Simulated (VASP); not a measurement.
A run of VASP 6.6.1 is set up as follows.

File INCAR:

```
SYSTEM = Al2InN3
PREC = Accurate
ENCUT = 520
EDIFF = 1E-6
ISMEAR = 0
SIGMA = 0.01
LREAL = .FALSE.
LASPH = .TRUE.
NELM = 80
ALGO = Normal
ISIF = 2
LWAVE = .FALSE.
LCHARG = .FALSE.
GGA = PE
NBANDS = 26
```

KPOINTS

```
Automatic mesh
0
G
  9 9 4
  0 0 0
```

File POSCAR:

```
Al2InN3
1.0
    3.2543871348      0.0000000000      0.0000000000
   -1.6271935674      2.8183819325      0.0000000000
    0.0000000000      0.0000000000      8.0828443049
Al In N
2 1 3
Direct
    0.0000000000      0.0000000000     -0.0103618362
    0.6666666667      0.3333333333      0.6797713271
    0.3333333333      0.6666666667      0.3363810615
    0.6666666667      0.3333333333      0.9150980303
    0.3333333333      0.6666666667      0.6081832441
    0.0000000000      0.0000000000      0.2209281732
```

Potentials or basis: VASP PAW PBE potentials, release 64 (Al, In_d, N).

Command:

```console
$ cat potpaw_PBE.64/Al/POTCAR potpaw_PBE.64/In_d/POTCAR potpaw_PBE.64/N/POTCAR > POTCAR
$ mpirun -np 1 vasp_std > vasp.out
```

Task: What does it give for the band gap on the k mesh?

Result: 1.08 eV, direct.

Task: Estimate the pressure.

Result: -0.1 GPa.

Forces in eV/Å, atoms in the order of the input:
```
Al   0.000  0.000  0.017
Al   0.000  0.000  0.008
In   0.000  0.000 -0.010
N    0.000  0.000 -0.011
N    0.000  0.000  0.018
N    0.000  0.000 -0.023
```

Caveat: spin-orbit coupling is left out, which moves the levels of the heavy elements. Expect the measured gap to be larger: semilocal functionals such as PBE lack the derivative discontinuity.
